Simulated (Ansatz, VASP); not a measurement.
**One calculation of AlCu, two programs**

The input POSCAR:

```
AlCu
1.0
    2.9861221666      0.0000000000      0.0000000000
    0.0000000000      2.9861221666      0.0000000000
    0.0000000000      0.0000000000      2.9861221666
Al Cu
1 1
Direct
    0.0000000000      0.0000000000      0.0000000000
    0.5000000000      0.5000000000      0.5000000000
```

File INCAR.step1:

```
SYSTEM = AlCu
ALGO     = Normal         ! electronic algorithm
EDIFF    = 1E-4           ! SCF threshold, eV
ENCUT    = 520            ! plane-wave cutoff, eV
GGA      = PE             ! functional
ISMEAR   = 0              ! smearing method
LASPH    = .TRUE.         ! aspherical terms in the spheres
LCHARG   = .FALSE.        ! write CHGCAR
LREAL    = .FALSE.        ! projectors in reciprocal space
LWAVE    = .TRUE.         ! write WAVECAR
NBANDS   = 14             ! bands
NELM     = 60             ! most SCF steps
PREC     = Accurate       ! precision mode
SIGMA    = 0.1            ! smearing width, eV
```

INCAR.step2

```
SYSTEM = AlCu
ALGO     = Normal         ! electronic algorithm
EDIFF    = 1E-7           ! SCF threshold, eV
ENCUT    = 520            ! plane-wave cutoff, eV
ISIF     = 2              ! what is computed and relaxed
ISMEAR   = 0              ! smearing method
ISTART   = 1            
LASPH    = .TRUE.         ! aspherical terms in the spheres
LCHARG   = .FALSE.        ! write CHGCAR
LMIXTAU  = .TRUE.       
LREAL    = .FALSE.        ! projectors in reciprocal space
LWAVE    = .FALSE.        ! write WAVECAR
METAGGA  = R2SCAN         ! meta-GGA
NBANDS   = 14             ! bands
NELM     = 60             ! most SCF steps
PREC     = Accurate       ! precision mode
SIGMA    = 0.1            ! smearing width, eV
```

Contents of KPOINTS:

```
k-points
0
G
  14 14 14
  0 0 0
```

Input for Ansatz:

```yaml
crystal:
  lattice:
    - [2.9861221666, 0.0, 0.0]
    - [0.0, 2.9861221666, 0.0]
    - [0.0, 0.0, 2.9861221666]
  atoms:
    - { symbol: Al, position: [0.0, 0.0, 0.0] }
    - { symbol: Cu, position: [0.5, 0.5, 0.5] }
basis:
  ecutwfc: 500
kpoints:
  mp_grid: { grid: [14, 14, 14] }
hamiltonian:
  xc: r2scan
scf:
  occupations: { method: gaussian, width: 0.1 }
output:
  forces: true
  stress: true
  eigenvalues: true
```

Alike in both runs: task single point; functional r2SCAN; k mesh 14 × 14 × 14; occupations gaussian, width 0.1 eV; no spin polarisation.

|  | VASP | Ansatz |
| --- | --- | --- |
| version | VASP 6.6.1 | Ansatz 0.2.0 |
| potentials or method | VASP PAW PBE potentials, release 64 (Al, Cu), cutoff 520 eV | scalar-relativistic, plane waves, PAW |
| valence electrons in the cell | 14 | 22 |

```tsv
	VASP	Ansatz	Ansatz less VASP
gap on the k mesh at the Fermi level (eV)	none	none	-
pressure (GPa)	-3.7	-3.7	+0.01
```

VASP's potentials were made for PBE, not for r2SCAN. A gap of «none» marks a metal or a gap that the smearing closes. The functional is the same, so the differences come from potentials, cutoffs and numerics. VASP's potentials hold 14 valence electrons a cell and Ansatz's 22, so a difference there can come from the potentials and not from the codes.
